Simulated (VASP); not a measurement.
# Ta (I4/mmm) in VASP: further runs

Runs on Ta. Level: PBE. Tasks: single point.

All numbers are computed with VASP 6.6.1; they aren't measurements. Logs are shortened: lines on timing, memory, paths and dates and some standing lists are left out, and cuts for length are marked.

### 1 The cell of the first run

Symmetry: I4/mmm, No. 139, tetragonal system. Conventional cell: a = 2.867 Å, b = 2.867 Å, c = 4.358 Å, α = 90.00°, β = 90.00°, γ = 90.00°. Ta (site symmetry 4/mmm) has 12 Ta at 2.87 to 2.98 Å within 3.8 Å.

### 2 Single point, PBE (17.92 Å³/atom)

INCAR

```
SYSTEM = Ta
ALGO     = Normal         ! electronic algorithm
EDIFF    = 1E-6           ! SCF threshold, eV
ENCUT    = 520            ! plane-wave cutoff, eV
GGA      = PE             ! functional
ISIF     = 2              ! what is computed and relaxed
ISMEAR   = 0              ! smearing method
LASPH    = .TRUE.         ! aspherical terms in the spheres
LCHARG   = .FALSE.        ! write CHGCAR
LREAL    = .FALSE.        ! projectors in reciprocal space
LWAVE    = .FALSE.        ! write WAVECAR
NBANDS   = 12             ! bands
NELM     = 100            ! most SCF steps
PREC     = Accurate       ! precision mode
SIGMA    = 0.15           ! smearing width, eV
```

KPOINTS

```
k-points
0
G
  20 20 20
  0 0 0
```

POSCAR

```
Ta
1.0
   -1.4337265222      1.4337265222      2.1788341958
    1.4337265222     -1.4337265222      2.1788341958
    1.4337265222      1.4337265222     -2.1788341958
Ta
1
Direct
    0.0000000000      0.0000000000      0.0000000000
```

Potentials or basis: VASP PAW PBE potentials, release 64 (Ta_pv).

The run is started by

```console
$ cat potpaw_PBE.64/Ta_pv/POTCAR > POTCAR
$ mpirun -np 1 vasp_std > vasp.out
```

OUTCAR:

```text
SYSTEM = Ta
   EDIFF = 1E-6
   ENCUT = 520
   GGA = PE
   ISIF = 2
   ISMEAR = 0
   LASPH = .TRUE.
   LREAL = .FALSE.
   NELM = 100
   PREC = Accurate

 ion  position               nearest neighbor table
   1  0.000  0.000  0.000-

  LATTYP: Found a body centered tetragonal cell.
 ALAT       =     2.8674530444
 C/A-ratio  =     1.5197000000

  Lattice vectors:

 A1 = (  -1.4337265222,   1.4337265222,   2.1788341958)
 A2 = (   1.4337265222,  -1.4337265222,   2.1788341958)
 A3 = (   1.4337265222,   1.4337265222,  -2.1788341958)

Analysis of symmetry for initial positions (statically):
=====================================================================
 Subroutine PRICEL returns:
 Original cell was already a primitive cell.

 Routine SETGRP: Setting up the symmetry group for a
 body centered tetragonal supercell.

 Subroutine GETGRP returns: Found 16 space group operations
 (whereof 16 operations were pure point group operations)
 out of a pool of 16 trial point group operations.

The static configuration has the point symmetry D_4h.

Analysis of symmetry for dynamics (positions and initial velocities):
=====================================================================
 Subroutine PRICEL returns:
 Original cell was already a primitive cell.

 Routine SETGRP: Setting up the symmetry group for a
 body centered tetragonal supercell.

 Subroutine GETGRP returns: Found 16 space group operations
 (whereof 16 operations were pure point group operations)
 out of a pool of 16 trial point group operations.

The dynamic configuration has the point symmetry D_4h.

 Subroutine INISYM returns: Found 16 space group operations
 (whereof 16 operations are pure point group operations),
 and found     1 'primitive' translations

----------------------------------------------------------------------------------------

                                     Primitive cell

  volume of cell :      17.9150

  direct lattice vectors                    reciprocal lattice vectors
    -1.433726522  1.433726522  2.178834196     0.000000000  0.348741543  0.229480518
     1.433726522 -1.433726522  2.178834196     0.348741543  0.000000000  0.229480518
     1.433726522  1.433726522 -2.178834196     0.348741543  0.348741543  0.000000000

  length of vectors
     2.976316840  2.976316840  2.976316840     0.417470924  0.417470924  0.493195020

  position of ions in fractional coordinates (direct lattice)
     0.000000000  0.000000000  0.000000000

  ion indices of the primitive-cell ions
   primitive index   ion index
                 1           1

----------------------------------------------------------------------------------------

 KPOINTS: k-points

Automatic generation of k-mesh.
 Grid dimensions read from file:
 generate k-points for:   20   20   20

 Generating k-lattice:

  Cartesian coordinates                     Fractional coordinates (reciprocal lattice)
     0.000000000  0.017437077  0.011474026     0.050000000  0.000000000  0.000000000
     0.017437077  0.000000000  0.011474026     0.000000000  0.050000000  0.000000000
     0.017437077  0.017437077  0.000000000     0.000000000  0.000000000  0.050000000

  Length of vectors
     0.020873546  0.020873546  0.024659751

  Shift w.r.t. Gamma in fractional coordinates (k-lattice)
     0.000000000  0.000000000  0.000000000

 Subroutine IBZKPT returns following result:
 ===========================================

 Found    641 irreducible k-points:

 Following reciprocal coordinates:
            Coordinates               Weight
  0.000000  0.000000  0.000000      1.000000
  0.050000  0.000000 -0.000000      8.000000
  0.100000  0.000000 -0.000000      8.000000
  0.150000  0.000000  0.000000      8.000000
  0.200000  0.000000 -0.000000      8.000000
  0.250000  0.000000 -0.000000      8.000000
[... 16 lines left out ...]
 -0.400000  0.050000  0.000000     16.000000
 -0.350000  0.050000 -0.000000     16.000000
 [... further k-points ...]
   k-points           NKPTS =    641   k-points in BZ     NKDIM =    641   number of bands    NBANDS=     12
   number of dos      NEDOS =    301   number of ions     NIONS =      1
   total plane-waves  NPLWV =  13824
   dimension x,y,z NGX =    24 NGY =   24 NGZ =   24
   dimension x,y,z NGXF=    48 NGYF=   48 NGZF=   48
   ions per type =               1
   NGX,Y,Z   is equivalent  to a cutoff of  13.41, 13.41, 13.41 a.u.
   NGXF,Y,Z  is equivalent  to a cutoff of  26.81, 26.81, 26.81 a.u.
 SYSTEM =  Ta
   PREC   = accura    normal or accurate (medium, high low for compatibility)
   ISTART =      0    job   : 0-new  1-cont  2-samecut
   ICHARG =      2    charge: 1-file 2-atom 10-const
   ISPIN  =      1    spin polarized calculation?
   LNONCOLLINEAR =      F non collinear calculations
   LSORBIT =      F    spin-orbit coupling
   LASPH  =      T    aspherical Exc in radial PAW
   ENCUT  =  520.0 eV  38.22 Ry    6.18 a.u.   5.53  5.53  5.53*2*pi/ulx,y,z
   NELM   =    100;   NELMIN=  2; NELMDL= -5     # of ELM steps
   EDIFF  = 0.1E-05   stopping-criterion for ELM
   LREAL  =      F    real-space projection
[... 7 lines left out ...]
   TEBEG  =    0.0;   TEEND  =   0.0 temperature during run
   PSTRESS=    0.0 pullay stress
   NELECT =      11.0000    total number of electrons
   NUPDOWN=      -1.0000    fix difference up-down
   EMIN   =  10.00;   EMAX   =-10.00  energy-range for DOS
   EFERMI =   0.00;   METHOD = LEGACY
   ISMEAR =     0;   SIGMA  =   0.15  broadening in eV -4-tet -1-fermi 0-gaus
   EFERMI_NEDOS =   21; number of points for ismear=-14 and -15
   IALGO  =     38    algorithm
   IMIX   =      4    mixing-type and parameters
     AMIX     =   0.40;   BMIX     =  1.00
     AMIX_MAG =   1.60;   BMIX_MAG =  1.00
  volume/ion in A,a.u.               =      17.92       120.90
  Fermi-wavevector in a.u.,A,eV,Ry     =   1.391447  2.629454 26.342591  1.936126
  Thomas-Fermi vector in A             =   2.515286
   LORBIT       =      0    0 simple, 1 ext, 2 COOP (PROOUT), +10 PAW based schemes
   GGA     = PE    functional components
   LHFCALC =     F    Hartree Fock is set to
   AEXX    =    0.0000 exact exchange contribution
   IVDW    =     0    specifies the selected vdW correction
   LEPSILON=     F    determine dielectric tensor
   LRPA    =     F    only Hartree local field effects (RPA)
 non-spin polarized calculation
 Gauss-broadening in eV      SIGMA  =   0.15
  energy-cutoff  :      520.00
  volume of cell :       17.92
 maximum number of plane-waves:       501
 NGX is ok and might be reduce to    24
   NGX = 11   NGY = 11   NGZ = 11

 number of electron      10.9999999 magnetization

 Free energy of the ion-electron system (eV)
  ---------------------------------------------------
  ext. energy  EPLUGINS =         0.00000000
  ---------------------------------------------------
  free energy    TOTEN  =       -11.57731377 eV

  energy without entropy =      -11.56229691  energy(sigma->0) =      -11.56980534

 E-fermi :   5.8859     XC(G=0): -12.6457

 val. band max:        5.8845409098   @ k =  -0.1000  -0.3000   0.0500
 cond. band min:       5.8977129184   @ k =  -0.4000   0.1500   0.0000
 fundamental gap:      0.0131720086
 Fermi energy:         5.8859358103

 k-point     1 :       0.0000    0.0000    0.0000
  band No.  band energies     occupation
      1     -27.5397      2.00000
      2     -27.5127      2.00000
      3     -27.5127      2.00000
      4      -2.4080      2.00000
      5       5.7181      1.88635
      6       6.7268      0.00000
      7       6.7268      0.00000
      8       8.7526      0.00000
      9      10.2487      0.00000
     10      18.5931      0.00000
     11      20.2256      0.00000
     12      22.1852      0.00000

 k-point     2 :       0.0500    0.0000   -0.0000
  band No.  band energies     occupation
      1     -27.5582      2.00000
      2     -27.5314      2.00000
      3     -27.5151      2.00000
      4      -2.3008      2.00000
      5       5.7345      1.84666
      6       6.6615      0.00000
      7       6.7790      0.00000
      8       8.7198      0.00000
      9      10.1774      0.00000
     10      18.8207      0.00000
     11      20.2254      0.00000
     12      22.2155      0.00000

 k-point     3 :       0.1000    0.0000   -0.0000
  band No.  band energies     occupation
      1     -27.6448      2.00000
      2     -27.5520      2.00000
      3     -27.5222      2.00000
      4      -1.9884      2.00000
      5       5.7303      1.85781
      6       6.5285      0.00000
      7       6.9238      0.00000
      8       8.6589      0.00000
      9       9.9932      0.00000
     10      19.4378      0.00000
     11      20.2248      0.00000
     12      21.8722      0.00000
[... 286 lines left out ...]
 k-point    23 :      -0.4000    0.0500    0.0000
  band No.  band energies     occupation
      1     -28.5784      2.00000
      2     -27.7279      2.00000
      3     -27.6132      2.00000
      4       1.0470      2.00000
      5       5.6901      1.93519
      6       5.8986      0.90479
      7       6.7868      0.00000
      8      10.9282      0.00000
      9      11.5871      0.00000
     10      17.2367      0.00000
     11      19.9436      0.00000
     12      20.2558      0.00000

 k-point    24 :      -0.3500    0.0500   -0.0000
  band No.  band energies     occupation
      1     -28.4447      2.00000
      2     -27.7041      2.00000
      3     -27.5988      2.00000
      4       0.7679      2.00000
      5       5.2788      2.00000
      6       6.0668      0.08823
      7       6.9472      0.00000
      8      10.2509      0.00000
      9      10.9309      0.00000
     10      17.7467      0.00000
     11      20.2220      0.00000
     12      21.4013      0.00000

 [... further k-points ...]

------------------------ aborting loop because EDIFF is reached ----------------------------------------

  FORCE on cell =-STRESS in cart. coord.  units (eV):
  Direction    XX          YY          ZZ          XY          YZ          ZX
  --------------------------------------------------------------------------------------
  -------------------------------------------------------------------------------------
  Total        0.7388601      0.7388601      1.7221552      0.0000000      0.0000000      0.0000000
  in kB       66.0778593     66.0778593    154.0160804      0.0000000      0.0000000      0.0000000
  external PRESSURE =      95.3905997 kB  Pullay stress =       0.0000000 kB

 VOLUME and BASIS-vectors are now :
 -----------------------------------------------------------------------------
  energy-cutoff  :      520.00
  volume of cell :       17.92
      direct lattice vectors                 reciprocal lattice vectors
    -1.433726522  1.433726522  2.178834196     0.000000000  0.348741543  0.229480518
     1.433726522 -1.433726522  2.178834196     0.348741543  0.000000000  0.229480518
     1.433726522  1.433726522 -2.178834196     0.348741543  0.348741543  0.000000000

 POSITION                                       TOTAL-FORCE (eV/Angst)
 -----------------------------------------------------------------------------------
      0.00000      0.00000      0.00000        -0.000000      0.000000     -0.000000
 -----------------------------------------------------------------------------------
    total drift:                               -0.000000      0.000000      0.000000

  FREE ENERGIE OF THE ION-ELECTRON SYSTEM (eV)
  ---------------------------------------------------
  free  energy   TOTEN  =       -11.5773137651 eV

  energy  without entropy=      -11.5622969128  energy(sigma->0) =      -11.56980534
```

Run time: 2.8 min. Hardware: 1 thread of AMD EPYC 7R13, shared host; peak memory 0.22 GiB.

Results:

```yaml
Free_energy: -11.5773 eV
Pressure: 9.5 GPa
Band_gap_on_the_k_mesh: zero (an odd number of electrons rules out a gap without spin polarisation)
```

Levels at points of the mesh, in eV from the Fermi level:
| k point | band 2 | band 3 | band 4 | band 5 | band 6 | band 7 | band 8 | band 9 |
| --- | --- | --- | --- | --- | --- | --- | --- | --- |
| (0.00, 0.00, 0.00) | -33.40 | -33.40 | -8.29 | -0.17 | 0.84 | 0.84 | 2.87 | 4.36 |
| (0.50, 0.00, 0.00) | -33.63 | -33.50 | -4.78 | -0.28 | 0.76 | 0.89 | 5.88 | 6.41 |
| (0.50, 0.50, 0.00) | -33.98 | -33.80 | -4.60 | -3.56 | 3.66 | 5.97 | 6.29 | 7.47 |
| (0.50, 0.50, 0.50) | -33.74 | -33.74 | -4.70 | -3.44 | 2.34 | 6.26 | 6.85 | 6.85 |

Caveat: the cell stands under pressure; spin-orbit coupling is left out, which moves the levels of the heavy elements.

### 3 Single point, PBE (18.28 Å³/atom)

This run uses another cell than the first one, of 18.28 Å³/atom.

INCAR

```
PREC     = Accurate       # precision mode
ENCUT    = 520            # plane-wave cutoff, eV
EDIFF    = 1E-7           # SCF threshold, eV
ISMEAR   = 0              # smearing method
SIGMA    = 0.15           # smearing width, eV
LREAL    = False          # projectors in reciprocal space
LASPH    = True           # aspherical terms in the spheres
NELM     = 80             # most SCF steps
ALGO     = Fast           # electronic algorithm
ISIF     = 2              # what is computed and relaxed
LWAVE    = False          # write WAVECAR
LCHARG   = False          # write CHGCAR
GGA      = PE             # functional
NBANDS   = 12             # bands
```

KPOINTS

```
regular mesh
0
Gamma
  20 20 20
```

POSCAR

```
Ta
1.0
   -1.4724566097      1.4724566097      2.1078216368
    1.4724566097     -1.4724566097      2.1078216368
    1.4724566097      1.4724566097     -2.1078216368
Ta
1
Direct
    0.0000000000      0.0000000000      0.0000000000
```

Potentials or basis: VASP PAW PBE potentials, release 64 (Ta_pv).

The run is started by

```console
$ cat potpaw_PBE.64/Ta_pv/POTCAR > POTCAR
$ mpirun -np 1 vasp_std > vasp.out
```

It took 4.1 min on 1 thread of AMD EPYC 7R13, shared host; peak memory 0.23 GiB.

The run converged. Its results:

* Free energy: -11.5714 eV
* Pressure: 6.1 GPa
* Band gap on the k mesh: zero (an odd number of electrons rules out a gap without spin polarisation)

Stress tensor (GPa, compression positive):
```
5.55 0.00 0.00
0.00 5.55 0.00
0.00 0.00 7.05
```

Levels at points of the mesh, in eV from the Fermi level:
| k point | band 2 | band 3 | band 4 | band 5 | band 6 | band 7 | band 8 | band 9 |
| --- | --- | --- | --- | --- | --- | --- | --- | --- |
| (0.00, 0.00, 0.00) | -33.53 | -33.53 | -8.24 | 0.33 | 0.49 | 0.49 | 3.43 | 3.66 |
| (0.50, 0.00, 0.00) | -33.69 | -33.67 | -4.73 | 0.11 | 0.29 | 0.77 | 5.92 | 6.02 |
| (0.50, 0.50, 0.00) | -33.95 | -33.92 | -4.54 | -3.48 | 3.12 | 5.95 | 6.60 | 6.78 |
| (0.50, 0.50, 0.50) | -33.91 | -33.91 | -4.55 | -3.46 | 2.89 | 5.97 | 6.69 | 6.69 |

Caveat: the cell stands under pressure; spin-orbit coupling is left out, which moves the levels of the heavy elements.

### 4 Single point, PBE (19.01 Å³/atom)

This run uses another cell than the first one, of 19.01 Å³/atom.

INCAR

```
PREC = Accurate
ENCUT = 520
EDIFF = 1E-6
ISMEAR = 0
SIGMA = 0.15
LREAL = False
LASPH = True
NELM = 60
ALGO = Fast
ISIF = 2
LWAVE = False
LCHARG = False
GGA = PE
NBANDS = 12
```

KPOINTS is that of step 3.

POSCAR

```
Ta
1.0
   -1.4918249723      1.4918249723      2.1355474479
    1.4918249723     -1.4918249723      2.1355474479
    1.4918249723      1.4918249723     -2.1355474479
Ta
1
Direct
    0.0000000000      0.0000000000      0.0000000000
```

Potentials or basis: VASP PAW PBE potentials, release 64 (Ta_pv).

The run is started by

```console
$ cat potpaw_PBE.64/Ta_pv/POTCAR > POTCAR
$ mpirun -np 1 vasp_std > vasp.out
```

OUTCAR:

```text
PREC = Accurate
   ENCUT = 520
   EDIFF = 1E-6
   ISMEAR = 0
   LREAL = False
   LASPH = True
   NELM = 60
   ISIF = 2
   GGA = PE

 ion  position               nearest neighbor table
   1  0.000  0.000  0.000-

  LATTYP: Found a body centered tetragonal cell.
 ALAT       =     2.9836499446
 C/A-ratio  =     1.4315000000

  Lattice vectors:

 A1 = (  -1.4918249723,   1.4918249723,   2.1355474479)
 A2 = (   1.4918249723,  -1.4918249723,   2.1355474479)
 A3 = (   1.4918249723,   1.4918249723,  -2.1355474479)

Analysis of symmetry for initial positions (statically):
=====================================================================
 Subroutine PRICEL returns:
 Original cell was already a primitive cell.

 Routine SETGRP: Setting up the symmetry group for a
 body centered tetragonal supercell.

 Subroutine GETGRP returns: Found 16 space group operations
 (whereof 16 operations were pure point group operations)
 out of a pool of 16 trial point group operations.

The static configuration has the point symmetry D_4h.

Analysis of symmetry for dynamics (positions and initial velocities):
=====================================================================
[... 170 lines left out ...]
      5       5.7698      0.00099
      6       5.9265      0.00000
      7       5.9265      0.00000
      8       8.7075      0.00000
      9       8.9287      0.00000
     10      17.8514      0.00000
     11      19.5134      0.00000
     12      22.4103      0.00000
[... 331 lines left out ...]
 k-point    24 :      -0.3500    0.0500   -0.0000
  band No.  band energies     occupation
      1     -28.9916      2.00000
      2     -28.3710      2.00000
      3     -28.3487      2.00000
      4       0.4097      2.00000
      5       4.7812      2.00000
      6       5.9097      0.00000
      7       6.0922      0.00000
      8       9.4828      0.00000
      9      10.1087      0.00000
     10      16.7989      0.00000
     11      19.5079      0.00000
     12      20.1875      0.00000

 [... further k-points ...]

------------------------ aborting loop because EDIFF is reached ----------------------------------------

  FORCE on cell =-STRESS in cart. coord.  units (eV):
  Direction    XX          YY          ZZ          XY          YZ          ZX
  --------------------------------------------------------------------------------------
  -------------------------------------------------------------------------------------
  Total       -0.2589176     -0.2589176     -0.1205677      0.0000000      0.0000000      0.0000000
  in kB      -21.8206292    -21.8206292    -10.1610009      0.0000000      0.0000000      0.0000000
  external PRESSURE =     -17.9340864 kB  Pullay stress =       0.0000000 kB

 VOLUME and BASIS-vectors are now :
 -----------------------------------------------------------------------------
  energy-cutoff  :      520.00
  volume of cell :       19.01
      direct lattice vectors                 reciprocal lattice vectors
    -1.491824972  1.491824972  2.135547448     0.000000000  0.335159961  0.234132002
     1.491824972 -1.491824972  2.135547448     0.335159961  0.000000000  0.234132002
     1.491824972  1.491824972 -2.135547448     0.335159961  0.335159961  0.000000000

 POSITION                                       TOTAL-FORCE (eV/Angst)
 -----------------------------------------------------------------------------------
      0.00000      0.00000      0.00000         0.000000      0.000000      0.000000
 -----------------------------------------------------------------------------------
    total drift:                                0.000000      0.000000     -0.000000

  FREE ENERGIE OF THE ION-ELECTRON SYSTEM (eV)
  ---------------------------------------------------
  free  energy   TOTEN  =       -11.5807590610 eV

  energy  without entropy=      -11.5670470991  energy(sigma->0) =      -11.57390308
```

It took 2.7 min on 1 thread of Intel Xeon 8259CL, shared host; peak memory 0.25 GiB.

Results:

```
Free energy            : -11.5808 eV
Pressure               : -1.8 GPa
Band gap on the k mesh : zero (an odd number of electrons rules out a gap without spin polarisation)
```

Caveat: spin-orbit coupling is left out, which moves the levels of the heavy elements.

### 5 Summary

| cell | gap on the mesh (eV) | pressure (GPa) |
| --- | --- | --- |
| a = 2.976 Å, angles 122.4, 122.4, 85.9°, 1 atom | none | 9.5 |
| a = 2.963 Å, angles 120.4, 120.4, 89.3°, 1 atom | none | 6.1 |
| a = 3.002 Å, angles 120.4, 120.4, 89.3°, 1 atom | none | -1.8 |

Alike in all rows: task single point; level PBE; potentials or basis VASP PAW PBE potentials, release 64 (Ta_pv); no spin polarisation; k mesh 20 × 20 × 20; cutoff (eV) 520; smearing gaussian 0.15 eV.

Caveats: spin-orbit coupling is left out, which moves the levels of the heavy elements; the cell stands under pressure (at least some runs).

Absolute energies hang on the potentials; compare differences alone.
